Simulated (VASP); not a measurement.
**Bi: single point with PBE**

Crystal: Bi.

```
CELL_PARAMETERS angstrom
3.48860 -3.13258 0.00000
3.48860 3.13258 0.00000
-1.26023 0.00000 3.11355
ATOMIC_POSITIONS crystal
Bi 0.75023 0.75159 0.84910
Bi 0.24710 0.25308 0.14475
```

This cell differs from its parent crystal: atoms moved at random.

```
Program             : VASP 6.6.1
Task                : single point
Functional          : PBE
Potentials or basis : VASP PAW PBE potentials, release 64 (Bi_d)
Cutoff              : 520 eV
k mesh              : 6 × 6 × 9
Occupations         : fermi-dirac, width 0.05 eV
Spin                : no spin polarisation
```

The pressure is -0.1 GPa. The largest force is 0.093 eV/Å. The band gap on the k mesh is zero (bands 15 and 16 overlap by 4.79 eV).

Forces on the atoms (eV/Å):
```
Bi   0.081  0.016  0.043
Bi  -0.081 -0.016 -0.043
```

Stress tensor (GPa, compression positive):
```
-0.10 -0.02 -0.33
-0.02 -0.85 -0.02
-0.33 -0.02  0.63
```

Levels at points of the mesh, in eV from the Fermi level:
| k point | band 12 | band 13 | band 14 | band 15 | band 16 | band 17 | band 18 | band 19 |
| --- | --- | --- | --- | --- | --- | --- | --- | --- |
| (0.00, 0.00, 0.00) | -9.18 | -3.06 | -2.78 | 2.80 | 3.07 | 3.69 | 4.06 | 4.32 |
| (0.50, 0.00, 0.00) | -11.47 | -1.06 | -0.96 | -0.79 | -0.70 | 3.43 | 4.51 | 7.67 |
| (0.00, 0.50, 0.00) | -11.52 | -1.10 | -0.92 | -0.77 | -0.71 | 3.42 | 4.53 | 7.66 |
| (0.50, 0.50, 0.00) | -10.99 | -4.91 | -4.91 | 3.11 | 3.92 | 5.17 | 5.51 | 8.79 |

Run time: 4 min on 1 thread of Intel(R) Xeon(R) Platinum 8259CL CPU @ 2.50GHz (Skylake/Cascade Lake) (shared host), peak memory 0.32 GiB.

Caveat: the cell differs from its parent crystal (atoms moved at random); spin-orbit coupling is left out, which moves the levels of the heavy elements.
